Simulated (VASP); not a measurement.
InP, 2 atoms in the cell. The structure is cubic, space group F-43m (No. 216). Conventional cell: a = 5.906 Å, b = 5.906 Å, c = 5.906 Å, α = 90.00°, β = 90.00°, γ = 90.00°. In (site symmetry -43m) has 4 P at 2.56 Å within 3.4 Å. Within 3.4 Å of P (site symmetry -43m) lie 4 In at 2.56 Å. 

| Item | Value |
| --- | --- |
| Program | VASP 6.6.1 |
| Task | single point |
| Functional | LDA |
| Potentials or basis | VASP PAW LDA potentials, release 64 (In_d, P) |
| Cutoff | 520 eV |
| k mesh | 6 × 6 × 6 |
| Occupations | gaussian, width 0.05 eV |
| Spin | no spin polarisation |
| Dipole correction | no |
| Further INCAR settings | ALGO = Normal; EDIFF = 1e-07; NBANDS = 16 |

Potentials or basis: VASP PAW LDA potentials, release 64 (In_d, P).

The run is started by

```console
$ cat potpaw_LDA.64/In_d/POTCAR potpaw_LDA.64/P/POTCAR > POTCAR
$ mpirun -np 1 vasp_std > vasp.out
```

Hardware: 1 thread of AMD EPYC 7R43 64-Core Processor (Zen 3), with other jobs on the host.

Problem. Estimate the wall time of this run.

Solution. Wall time 34 s on 1 thread of AMD EPYC 7R43 64-Core Processor (Zen 3), with other jobs on the host, peak memory 0.12 GiB. Counts: scf iterations 13, k points 16.
